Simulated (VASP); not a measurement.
# ZnS (P2_1) in VASP: notebook

The runs below take ZnS through single point, with PBE.

All numbers are computed with VASP 6.6.1; they aren't measurements. Logs are shortened: lines on timing, memory, paths and dates and some standing lists are left out, and cuts for length are marked.

### 1 The cell of the first run

It takes space group P2_1 (No. 4, monoclinic). Conventional cell: a = 3.778 Å, b = 6.234 Å, c = 3.811 Å, α = 90.00°, β = 119.14°, γ = 90.00°. Within 3.0 Å of Zn (site symmetry 1) lie 4 S at 2.30 to 2.40 Å. S (site symmetry 1) has 4 Zn at 2.30 to 2.40 Å within 3.0 Å.

### 2 Single point, PBE (strain -0.0200 x Voigt [0, 0, 0, 0, 0, 1])

The input, INCAR:

```
SYSTEM = ZnS
  PREC = Accurate
  ENCUT = 520
  EDIFF = 1E-6
  ISMEAR = 0
  SIGMA = 0.05
  LREAL = .False.
  LASPH = .True.
  NELM = 100
  ALGO = Normal
  ISIF = 2
  LWAVE = .False.
  LCHARG = .False.
  GGA = PE
  NBANDS = 26
```

The input, KPOINTS:

```
regular mesh
0
Gamma
  12 12 6
  0 0 0
```

The input, POSCAR:

```
ZnS
1.0
    3.8109987816     -0.0381099878      0.0000000000
   -1.9385036084      3.3194767525      0.0000000000
    0.0000000000      0.0000000000      6.2340000000
Zn S
2 2
Direct
    0.3333333333      0.6666666667      0.0000000000
    0.6666666667      0.3333333333      0.5000000000
    0.3333333333      0.6666666667      0.3850000000
    0.6666666667      0.3333333333      0.8850000000
```

Potentials or basis: VASP PAW PBE potentials, release 64 (Zn, S).

The run is started by

```console
$ cat potpaw_PBE.64/Zn/POTCAR potpaw_PBE.64/S/POTCAR > POTCAR
$ mpirun -np 1 vasp_std > vasp.out
```

OUTCAR:

```text
SYSTEM = ZnS
   PREC = Accurate
   ENCUT = 520
   EDIFF = 1E-6
   ISMEAR = 0
   LREAL = .False.
   LASPH = .True.
   NELM = 100
   ISIF = 2
   GGA = PE

 ion  position               nearest neighbor table
   1  0.333  0.667  0.000-   4 2.30   4 2.31   4 2.33   3 2.40
   2  0.667  0.333  0.500-   3 2.30   3 2.31   3 2.33   4 2.40
   3  0.333  0.667  0.385-   2 2.30   2 2.31   2 2.33   1 2.40
   4  0.667  0.333  0.885-   1 2.30   1 2.31   1 2.33   2 2.40

  LATTYP: Found a simple monoclinic cell.
 ALAT       =     3.7780426173
 B/A-ratio  =     1.6500607938
 C/A-ratio  =     1.0087735139
 COS(beta)  =    -0.4869160342

  Lattice vectors:

 A1 = (   1.8724951732,   3.2813667647,   0.0000000000)
 A2 = (   0.0000000000,   0.0000000000,  -6.2340000000)
 A3 = (  -3.8109987816,   0.0381099878,   0.0000000000)

Analysis of symmetry for initial positions (statically):
=====================================================================
 Subroutine PRICEL returns:
 Original cell was already a primitive cell.

 Routine SETGRP: Setting up the symmetry group for a
 simple monoclinic supercell.

 Subroutine GETGRP returns: Found  2 space group operations
 (whereof  1 operations were pure point group operations)
 out of a pool of  4 trial point group operations.

The static configuration has the point symmetry C_1 .
 The point group associated with its full space group is C_2 .

Analysis of symmetry for dynamics (positions and initial velocities):
=====================================================================
 Subroutine PRICEL returns:
 Original cell was already a primitive cell.

 Routine SETGRP: Setting up the symmetry group for a
 simple monoclinic supercell.

 Subroutine GETGRP returns: Found  2 space group operations
 (whereof  1 operations were pure point group operations)
 out of a pool of  4 trial point group operations.

The dynamic configuration has the point symmetry C_1 .
 The point group associated with its full space group is C_2 .

 Subroutine INISYM returns: Found  2 space group operations
 (whereof  1 operations are pure point group operations),
 and found     1 'primitive' translations

----------------------------------------------------------------------------------------

                                     Primitive cell

  volume of cell :      78.4028

  direct lattice vectors                    reciprocal lattice vectors
     3.810998782 -0.038109988  0.000000000     0.263939756  0.154135187  0.000000000
    -1.938503608  3.319476752  0.000000000     0.003030219  0.303021881  0.000000000
[... 92 lines left out ...]
   NSW    =      0    number of steps for IOM
   IBRION =     -1    ionic relax: 0-MD 1-quasi-New 2-CG
   NFREE  =      0    steps in history (QN), initial steepest desc. (CG)
   ISIF   =      2    stress and relaxation
   ISYM   =      2    0-nonsym 1-usesym 2-fastsym
   POTIM  = 0.5000    time-step for ionic-motion
   TEBEG  =    0.0;   TEEND  =   0.0 temperature during run
   PSTRESS=    0.0 pullay stress
   NELECT =      36.0000    total number of electrons
   NUPDOWN=      -1.0000    fix difference up-down
   EMIN   =  10.00;   EMAX   =-10.00  energy-range for DOS
   EFERMI =   0.00;   METHOD = LEGACY
   ISMEAR =     0;   SIGMA  =   0.05  broadening in eV -4-tet -1-fermi 0-gaus
   EFERMI_NEDOS =   21; number of points for ismear=-14 and -15
   IALGO  =     38    algorithm
   IMIX   =      4    mixing-type and parameters
     AMIX     =   0.40;   BMIX     =  1.00
     AMIX_MAG =   1.60;   BMIX_MAG =  1.00
  volume/ion in A,a.u.               =      19.60       132.27
  Fermi-wavevector in a.u.,A,eV,Ry     =   1.262986  2.386697 21.703103  1.595133
  Thomas-Fermi vector in A             =   2.396366
   LORBIT       =      0    0 simple, 1 ext, 2 COOP (PROOUT), +10 PAW based schemes
   GGA     = PE    functional components
   LHFCALC =     F    Hartree Fock is set to
   AEXX    =    0.0000 exact exchange contribution
   IVDW    =     0    specifies the selected vdW correction
   LEPSILON=     F    determine dielectric tensor
   LRPA    =     F    only Hartree local field effects (RPA)
 non-spin polarized calculation
 Gauss-broadening in eV      SIGMA  =   0.05
  energy-cutoff  :      520.00
  volume of cell :       78.40
 maximum number of plane-waves:      2136
   NGX = 15   NGY = 15   NGZ = 23

 number of electron      35.9999987 magnetization

 Free energy of the ion-electron system (eV)
  ---------------------------------------------------
  ext. energy  EPLUGINS =         0.00000000
  ---------------------------------------------------
  free energy    TOTEN  =       -13.64816794 eV

  energy without entropy =      -13.64816794  energy(sigma->0) =      -13.64816794

 E-fermi :   2.4517     XC(G=0):  -9.6518

 val. band max:        2.1886407219   @ k =   0.0000   0.0000   0.0000
 cond. band min:       4.4135359081   @ k =   0.0000   0.0000   0.0000
 fundamental gap:      2.2248951862
 Fermi energy:         2.4517068679

 k-point     1 :       0.0000    0.0000    0.0000
  band No.  band energies     occupation
      1     -11.0314      2.00000
      2     -10.1084      2.00000
      3      -4.2092      2.00000
      4      -4.2039      2.00000
      5      -4.1488      2.00000
      6      -4.1420      2.00000
[... 685 lines left out ...]
     25      11.3263      0.00000
     26      11.8296      0.00000

 [... further k-points ...]

------------------------ aborting loop because EDIFF is reached ----------------------------------------

  FORCE on cell =-STRESS in cart. coord.  units (eV):
  Direction    XX          YY          ZZ          XY          YZ          ZX
  --------------------------------------------------------------------------------------
  -------------------------------------------------------------------------------------
  Total        1.5802091      1.5725940      0.5521566      0.5840225      0.0000000      0.0000000
  in kB       32.2918935     32.1362780     11.2834329     11.9346185      0.0000000      0.0000000
  external PRESSURE =      25.2372014 kB  Pullay stress =       0.0000000 kB

 VOLUME and BASIS-vectors are now :
 -----------------------------------------------------------------------------
  energy-cutoff  :      520.00
  volume of cell :       78.40
      direct lattice vectors                 reciprocal lattice vectors
     3.810998782 -0.038109988  0.000000000     0.263939756  0.154135187  0.000000000
    -1.938503608  3.319476752  0.000000000     0.003030219  0.303021881  0.000000000
     0.000000000  0.000000000  6.234000000     0.000000000  0.000000000  0.160410651

 POSITION                                       TOTAL-FORCE (eV/Angst)
 -----------------------------------------------------------------------------------
     -0.02200      2.20028      0.00000         0.117969      0.004595      0.326165
      1.89450      1.08109      3.11700        -0.117969     -0.004595      0.326165
     -0.02200      2.20028      2.40009         0.147412      0.004102     -0.326165
      1.89450      1.08109      5.51709        -0.147412     -0.004102     -0.326165
 -----------------------------------------------------------------------------------
    total drift:                                0.000000      0.000000      0.000553

  FREE ENERGIE OF THE ION-ELECTRON SYSTEM (eV)
  ---------------------------------------------------
  free  energy   TOTEN  =       -13.6481679355 eV

  energy  without entropy=      -13.6481679355  energy(sigma->0) =      -13.64816794
```

OSZICAR:

```text
N       E                     dE             d eps       ncg     rms          rms(c)
DAV:   1     0.245333987550E+03    0.24533E+03   -0.17055E+04 15392   0.167E+03
DAV:   2     0.100436800437E+02   -0.23529E+03   -0.22503E+03 16006   0.350E+02
DAV:   3    -0.139110378056E+02   -0.23955E+02   -0.23711E+02 18158   0.111E+02
DAV:   4    -0.144994646269E+02   -0.58843E+00   -0.58713E+00 18184   0.175E+01
DAV:   5    -0.145084106944E+02   -0.89461E-02   -0.89436E-02 18598   0.213E+00    0.993E+00
DAV:   6    -0.136583730978E+02    0.85004E+00   -0.16483E+00 23094   0.372E+01    0.762E+00
DAV:   7    -0.136539784004E+02    0.43947E-02   -0.12471E+00 16302   0.655E+00    0.346E+00
DAV:   8    -0.136473330859E+02    0.66453E-02   -0.35210E-02 19134   0.177E+00    0.978E-01
DAV:   9    -0.136478040084E+02   -0.47092E-03   -0.93423E-03 20926   0.131E+00    0.231E-01
DAV:  10    -0.136479475097E+02   -0.14350E-03   -0.59902E-04 17882   0.340E-01    0.938E-02
DAV:  11    -0.136481644138E+02   -0.21690E-03   -0.33600E-04 15846   0.125E-01    0.529E-02
DAV:  12    -0.136481644667E+02   -0.52873E-07   -0.15471E-05 19046   0.435E-02    0.108E-02
DAV:  13    -0.136481678444E+02   -0.33778E-05   -0.56814E-06 15836   0.177E-02    0.267E-03
DAV:  14    -0.136481679355E+02   -0.91085E-07   -0.62192E-07 12780   0.160E-02
   1 F= -.13648168E+02 E0= -.13648168E+02  d E =-.311597E-16
```

It took 7.7 min on 1 thread of Intel Xeon Platinum 8259CL at 2.50GHz (Skylake/Cascade Lake), shared host; peak memory 0.57 GiB.

Results:

```
Free energy            : -13.6482 eV
Pressure               : 2.5 GPa
Largest force          : 0.358 eV/Å
Band gap on the k mesh : 2.22 eV
```

Forces in eV/Å, atoms in the order of the input:
```
Zn   0.118  0.005  0.326
Zn  -0.118 -0.005  0.326
S    0.147  0.004 -0.326
S   -0.147 -0.004 -0.326
```

Levels at points of the mesh, in eV from the valence-band top:
| k point | band 16 | band 17 | band 18 | band 19 | band 20 | band 21 |
| --- | --- | --- | --- | --- | --- | --- |
| (0.00, 0.00, 0.00) | -0.07 | -0.03 | 0.00 | 2.22 | 2.97 | 6.18 |
| (0.50, 0.00, 0.00) | -2.36 | -1.59 | -1.08 | 3.47 | 4.16 | 5.17 |
| (0.00, 0.50, 0.00) | -2.27 | -1.58 | -1.00 | 3.59 | 4.25 | 5.16 |
| (0.50, 0.50, 0.00) | -2.18 | -1.57 | -0.93 | 3.72 | 4.33 | 5.16 |
| (0.00, 0.00, 0.50) | -0.51 | -0.44 | -0.44 | 3.48 | 3.48 | 6.61 |
| (0.50, 0.00, 0.50) | -1.77 | -1.54 | -1.54 | 3.53 | 3.53 | 5.10 |
| (0.00, 0.50, 0.50) | -1.69 | -1.55 | -1.55 | 3.59 | 3.59 | 5.12 |
| (0.50, 0.50, 0.50) | -1.60 | -1.57 | -1.57 | 3.65 | 3.65 | 5.15 |

Caveat: the cell differs from its parent crystal (strain -0.0200 x Voigt [0, 0, 0, 0, 0, 1]). A k mesh can miss the band edges.

(Continued in part 2 of 2.)
